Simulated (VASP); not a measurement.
**BN: single point with LDA**

Crystal: BN.

```
N B
1.0
     2.50804    0.00000    0.00000
    -1.24671    2.17623    0.00000
    -0.63067   -1.08812    3.02254
N B
1 1
Direct
  0.66851 0.33238 0.98500
  0.97964 0.98350 0.00181
```

```json
{
  "Program": "VASP 6.6.1",
  "Task": "single point",
  "Functional": "LDA",
  "Potentials or basis": "VASP PAW LDA potentials, release 64 (N, B)",
  "Cutoff": "520 eV",
  "k mesh": "13 × 13 × 9",
  "Occupations": "fermi-dirac, width 0.05 eV",
  "Spin": "no spin polarisation",
  "Dipole correction": "no",
  "Further INCAR settings": "ALGO = Normal; EDIFF = 1e-06; NBANDS = 11"
}
```

```yaml
Pressure: -3.5 GPa
Largest_force: 2.698 eV/Å
Band_gap_on_the_k_mesh: 2.63 eV, indirect (least direct gap 4.39 eV)
```

Forces on the atoms (eV/Å):
```
N   -1.639 -2.053  0.616
B    1.639  2.053 -0.616
```

Stress tensor (GPa, compression positive):
```
-12.63  -4.85   0.53
 -4.85  -1.05   1.17
  0.53   1.17   3.17
```

Levels at points of the mesh, in eV from the valence-band top:
```tsv
k point	band 1	band 2	band 3	band 4	band 5	band 6	band 7	band 8
(0.00, 0.00, 0.00)	-18.16	-3.90	-2.57	-0.95	5.16	9.98	12.09	12.64
```

It took 38 s on 1 thread of Intel(R) Xeon(R) 6975P-C (Granite Rapids), on a shared host, peak memory 0.22 GiB.

Caveat: forces of over 1 eV/Å act on the atoms, so gaps and moduli don't describe the material at rest. A k mesh can miss the band edges.
